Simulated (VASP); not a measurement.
# WC (Imm2) in VASP: single point with r2SCAN

Aim: the single point of WC with r2SCAN.

Program: VASP 6.6.1. These are calculated values, not measurements. Logs are shortened: lines on timing, memory, paths and dates and some standing lists are left out, and cuts for length are marked.

### 1 The cell of the first run

The structure is orthorhombic, space group Imm2 (No. 44). The conventional cell has a = 3.101 Å, b = 4.385 Å, c = 3.101 Å, α = 90.00°, β = 90.00°, γ = 90.00°. Within 2.8 Å of W (site symmetry mm2) lie 6 C at 2.11 to 2.28 Å. C (site symmetry mm2) has 6 W at 2.11 to 2.28 Å within 2.8 Å.

### 2 Single point, r2SCAN

POSCAR

```
WC
1.0
    0.0000000000      2.1926840000      2.1926840000
    2.1926840000      0.0000000000      2.1926840000
    2.1926840000      2.1926840000      0.0000000000
W C
1 1
Direct
   -0.0403105726      0.0000000000      0.0000000000
    0.5000000000      0.5000000000      0.5000000000
```

INCAR.step1

```
PREC = Accurate
ENCUT = 520
ISMEAR = 0
SIGMA = 0.15
LREAL = False
LASPH = True
NELM = 80
NBANDS = 16
GGA = PE
ALGO = Normal
EDIFF = 1E-4
LWAVE = True
LCHARG = False
```

INCAR.step2

```
PREC = Accurate
ENCUT = 520
EDIFF = 1E-6
ISMEAR = 0
SIGMA = 0.15
LREAL = False
LASPH = True
NELM = 80
ALGO = Normal
ISIF = 2
LWAVE = False
LCHARG = True
METAGGA = R2SCAN
LMIXTAU = True
LELF = True
LVHAR = True
NBANDS = 16
ISTART = 1
```

KPOINTS

```
Automatic mesh
0
Gamma
  18 18 18
```

Potentials or basis: VASP PAW PBE potentials, release 64 (W_sv, C).

Launch:

```
$ cat potpaw_PBE.64/W_sv/POTCAR potpaw_PBE.64/C/POTCAR > POTCAR
$ cp INCAR.step1 INCAR
$ mpirun -np 1 vasp_std > vasp.out
$ cp INCAR.step2 INCAR
$ mpirun -np 1 vasp_std > vasp.out
```

OUTCAR:

```text
PREC = Accurate
   ENCUT = 520
   EDIFF = 1E-6
   ISMEAR = 0
   LREAL = False
   LASPH = True
   NELM = 80
   ISIF = 2
   METAGGA = R2SCAN
   ISTART = 1

 ion  position               nearest neighbor table
   1  0.960  0.000  0.000-   2 2.11   2 2.11   2 2.20   2 2.20   2 2.28   2 2.28
   2  0.500  0.500  0.500-   1 2.11   1 2.11   1 2.20   1 2.20   1 2.28   1 2.28

  LATTYP: Found a face centered cubic cell.
 ALAT       =     4.3853680000

  Lattice vectors:

 A1 = (   0.0000000000,   2.1926840000,   2.1926840000)
 A2 = (   2.1926840000,   0.0000000000,   2.1926840000)
 A3 = (   2.1926840000,   2.1926840000,   0.0000000000)

Analysis of symmetry for initial positions (statically):
=====================================================================
 Subroutine PRICEL returns:
 Original cell was already a primitive cell.

 Routine SETGRP: Setting up the symmetry group for a
 face centered cubic supercell.

 Subroutine GETGRP returns: Found  4 space group operations
 (whereof  4 operations were pure point group operations)
 out of a pool of 48 trial point group operations.

The static configuration has the point symmetry C_2v.

Analysis of symmetry for dynamics (positions and initial velocities):
=====================================================================
 Subroutine PRICEL returns:
 Original cell was already a primitive cell.

 Routine SETGRP: Setting up the symmetry group for a
 face centered cubic supercell.

 Subroutine GETGRP returns: Found  4 space group operations
 (whereof  4 operations were pure point group operations)
 out of a pool of 48 trial point group operations.

The dynamic configuration has the point symmetry C_2v.

 Subroutine INISYM returns: Found  4 space group operations
 (whereof  4 operations are pure point group operations),
 and found     1 'primitive' translations

----------------------------------------------------------------------------------------

                                     Primitive cell

  volume of cell :      21.0842

  direct lattice vectors                    reciprocal lattice vectors
     0.000000000  2.192684000  2.192684000    -0.228031034  0.228031034  0.228031034
     2.192684000  0.000000000  2.192684000     0.228031034 -0.228031034  0.228031034
     2.192684000  2.192684000  0.000000000     0.228031034  0.228031034 -0.228031034

  length of vectors
     3.100923451  3.100923451  3.100923451     0.394961337  0.394961337  0.394961337
[... 74 lines left out ...]
   ICHARG =      0    charge: 1-file 2-atom 10-const
   ISPIN  =      1    spin polarized calculation?
   LNONCOLLINEAR =      F non collinear calculations
   LSORBIT =      F    spin-orbit coupling
   LASPH  =      T    aspherical Exc in radial PAW
   ENCUT  =  520.0 eV  38.22 Ry    6.18 a.u.   5.77  5.77  5.77*2*pi/ulx,y,z
   NELM   =     80;   NELMIN=  2; NELMDL=  0     # of ELM steps
   EDIFF  = 0.1E-05   stopping-criterion for ELM
   LREAL  =      F    real-space projection
   EDIFFG = 0.1E-04   stopping-criterion for IOM
   NSW    =      0    number of steps for IOM
   IBRION =     -1    ionic relax: 0-MD 1-quasi-New 2-CG
   NFREE  =      0    steps in history (QN), initial steepest desc. (CG)
   ISIF   =      2    stress and relaxation
   ISYM   =      2    0-nonsym 1-usesym 2-fastsym
   POTIM  = 0.5000    time-step for ionic-motion
   TEBEG  =    0.0;   TEEND  =   0.0 temperature during run
   PSTRESS=    0.0 pullay stress
   NELECT =      18.0000    total number of electrons
   NUPDOWN=      -1.0000    fix difference up-down
   EMIN   =  10.00;   EMAX   =-10.00  energy-range for DOS
   EFERMI =   0.00;   METHOD = LEGACY
   ISMEAR =     0;   SIGMA  =   0.15  broadening in eV -4-tet -1-fermi 0-gaus
   EFERMI_NEDOS =   21; number of points for ismear=-14 and -15
   IALGO  =     38    algorithm
   IMIX   =      4    mixing-type and parameters
     AMIX     =   0.40;   BMIX     =  1.00
     AMIX_MAG =   1.60;   BMIX_MAG =  1.00
  volume/ion in A,a.u.               =      10.54        71.14
  Fermi-wavevector in a.u.,A,eV,Ry     =   1.553029  2.934800 32.815887  2.411900
  Thomas-Fermi vector in A             =   2.657319
   LORBIT       =      0    0 simple, 1 ext, 2 COOP (PROOUT), +10 PAW based schemes
   METAGGA = R2SCAN    functional components
   LHFCALC =     F    Hartree Fock is set to
   AEXX    =    0.0000 exact exchange contribution
   IVDW    =     0    specifies the selected vdW correction
   LEPSILON=     F    determine dielectric tensor
   LRPA    =     F    only Hartree local field effects (RPA)
 non-spin polarized calculation
 Gauss-broadening in eV      SIGMA  =   0.15
  energy-cutoff  :      520.00
  volume of cell :       21.08
 maximum number of plane-waves:       588
   NGX = 11   NGY = 11   NGZ = 11

 number of electron      18.0000001 magnetization

 Free energy of the ion-electron system (eV)
  ---------------------------------------------------
  ext. energy  EPLUGINS =         0.00000000
  ---------------------------------------------------
  free energy    TOTEN  =       -60.58353210 eV

  energy without entropy =      -60.57430991  energy(sigma->0) =      -60.57892100

 E-fermi :  12.3623     XC(G=0): -14.8419

 val. band max:       12.3600055907   @ k =   0.3333  -0.1667  -0.2778
 cond. band min:      12.3635995971   @ k =   0.2778   0.2778   0.0000
 fundamental gap:      0.0035940064
 Fermi energy:        12.3623360216

 k-point     1 :       0.0000    0.0000    0.0000
  band No.  band energies     occupation
      1     -65.0396      2.00000
      2     -28.3865      2.00000
      3     -28.3839      2.00000
      4     -28.3753      2.00000
      5      -4.2953      2.00000
      6       9.1232      2.00000
[... 433 lines left out ...]
      3     -28.3970      2.00000
      4     -28.3886      2.00000
      5      -3.9724      2.00000
      6       8.0579      2.00000
[... 8 lines left out ...]
     15      23.6579      0.00000
     16      33.5984      0.00000

 [... further k-points ...]
[... 5 lines left out ...]
  --------------------------------------------------------------------------------------
  -------------------------------------------------------------------------------------
  Total       -0.5033242      0.0256729      0.0256729      0.0000000     -0.0150002      0.0000000
  in kB      -38.2472558      1.9508622      1.9508622      0.0000000     -1.1398528      0.0000000
  external PRESSURE =     -11.4485105 kB  Pullay stress =       0.0000000 kB

 VOLUME and BASIS-vectors are now :
 -----------------------------------------------------------------------------
  energy-cutoff  :      520.00
  volume of cell :       21.08
      direct lattice vectors                 reciprocal lattice vectors
     0.000000000  2.192684000  2.192684000    -0.228031034  0.228031034  0.228031034
     2.192684000  0.000000000  2.192684000     0.228031034 -0.228031034  0.228031034
     2.192684000  2.192684000  0.000000000     0.228031034  0.228031034 -0.228031034

 POSITION                                       TOTAL-FORCE (eV/Angst)
 -----------------------------------------------------------------------------------
      0.00000      2.10430      2.10430         0.000000      0.569260      0.569260
      2.19268      2.19268      2.19268         0.000000     -0.569260     -0.569260
 -----------------------------------------------------------------------------------
    total drift:                                0.000000     -0.000037     -0.000037

  FREE ENERGIE OF THE ION-ELECTRON SYSTEM (eV)
  ---------------------------------------------------
  free  energy   TOTEN  =       -60.5835320983 eV

  energy  without entropy=      -60.5743099101  energy(sigma->0) =      -60.57892100
```

OUTCAR.step1:

```text
PREC = Accurate
   ENCUT = 520
   ISMEAR = 0
   LREAL = False
   LASPH = True
[... 677 lines left out ...]
      0.00000      2.10430      2.10430         0.000000      0.634828      0.634828
      2.19268      2.19268      2.19268        -0.000000     -0.634828     -0.634828
 -----------------------------------------------------------------------------------
    total drift:                               -0.000000      0.001371      0.001371

  FREE ENERGIE OF THE ION-ELECTRON SYSTEM (eV)
  ---------------------------------------------------
  free  energy   TOTEN  =       -21.5099356802 eV

  energy  without entropy=      -21.5003055252  energy(sigma->0) =      -21.50512060
```

Run time: 24 min. Hardware: 1 thread of Oxide Virtual Turin-like, shared host; peak memory 0.36 GiB.

What came out:

```
Free energy            : -60.5835 eV
Pressure               : -1.1 GPa
Largest force          : 0.805 eV/Å
Band gap on the k mesh : zero (bands 9 and 10 overlap by 3.20 eV)
```

Forces on the atoms (eV/Å):
```
W    0.000  0.569  0.569
C    0.000 -0.569 -0.569
```

Levels at points of the mesh, in eV from the Fermi level:
```tsv
k point	band 5	band 6	band 7	band 8	band 9	band 10	band 11	band 12	band 13	band 14
(0.00, 0.00, 0.00)	-16.66	-3.24	-3.19	-2.80	-2.21	-1.41	-0.64	-0.10	0.21	6.99
(0.50, 0.00, 0.00)	-12.12	-10.07	-6.93	-6.88	1.11	1.16	2.56	5.30	9.16	9.25
(0.00, 0.50, 0.00)	-12.05	-10.14	-6.86	-6.78	1.10	1.11	2.50	5.05	8.83	9.24
(0.50, 0.50, 0.00)	-14.44	-5.98	-5.85	-2.74	-2.49	1.02	2.38	2.38	5.56	7.65
(0.00, 0.50, 0.50)	-14.44	-6.11	-5.87	-2.85	-2.30	1.12	2.38	2.39	5.80	7.53
```

Caveat: the cell differs from its parent crystal (all W atoms moved +0.125 Å, as atom 1 towards its neighbour atom 1 (W) at 3.101 Å); the PAW data sets were made with another functional, which shifts forces and pressure a little; spin-orbit coupling is left out, which moves the levels of the heavy elements.
